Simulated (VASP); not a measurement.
A run of VASP 6.6.1:

Contents of POSCAR:

```
CaIrN2
1.0
    1.6334101670      0.9430497996      4.9912261662
   -1.6334101670      0.9430497996      4.9912261662
    0.0000000000     -1.8860995992      4.9912261662
Ir Ca N
1 1 2
Direct
    0.5000000000      0.5000000000      0.5000000000
    0.0000000000      0.0000000000      0.0000000000
    0.2325684521      0.2325684521      0.2325684521
    0.7674315479      0.7674315479      0.7674315479
```

INCAR.step1

```
  PREC = Accurate
  ENCUT = 520
  ISMEAR = -1
  SIGMA = 0.05
  LREAL = False
  LASPH = True
  NELM = 150
  LMAXMIX = 4
  LDAU = True
  LDAUTYPE = 2
  LDAUL = 2 -1 -1
  LDAUU = 4 0 0
  LDAUJ = 0 0 0
  NBANDS = 22
  GGA = PE
  ALGO = Normal
  EDIFF = 1E-4
  LWAVE = True
  LCHARG = False
```

The input INCAR.step2:

```
  PREC = Accurate
  ENCUT = 520
  EDIFF = 1E-6
  ISMEAR = -1
  SIGMA = 0.05
  LREAL = False
  LASPH = True
  NELM = 150
  ALGO = Normal
  ISIF = 2
  LWAVE = False
  LCHARG = True
  LMAXMIX = 4
  LDAU = True
  LDAUTYPE = 2
  LDAUL = 2 -1 -1
  LDAUU = 4 0 0
  LDAUJ = 0 0 0
  LDAUPRINT = 1
  METAGGA = R2SCAN
  LMIXTAU = True
  LELF = True
  LVHAR = True
  NBANDS = 22
  ISTART = 1
```

The input KPOINTS:

```
Automatic mesh
0
Gamma
  9 9 9
```

Potentials or basis: VASP PAW PBE potentials, release 64 (Ir, Ca_sv, N).

Run with:

```console
$ cat potpaw_PBE.64/Ir/POTCAR potpaw_PBE.64/Ca_sv/POTCAR potpaw_PBE.64/N/POTCAR > POTCAR
$ cp INCAR.step1 INCAR
$ mpirun -np 1 vasp_std > vasp.out
$ cp INCAR.step2 INCAR
$ mpirun -np 1 vasp_std > vasp.out
```

Hardware: 1 thread of Intel(R) Xeon(R) Platinum 8259CL CPU @ 2.50GHz (Skylake/Cascade Lake) (shared host).

Problem. How long does it take, and how much memory?

Solution. Wall time 11 min on 1 thread of Intel(R) Xeon(R) Platinum 8259CL CPU @ 2.50GHz (Skylake/Cascade Lake), on a shared host, peak memory 0.33 GiB. Counts: k points 85.
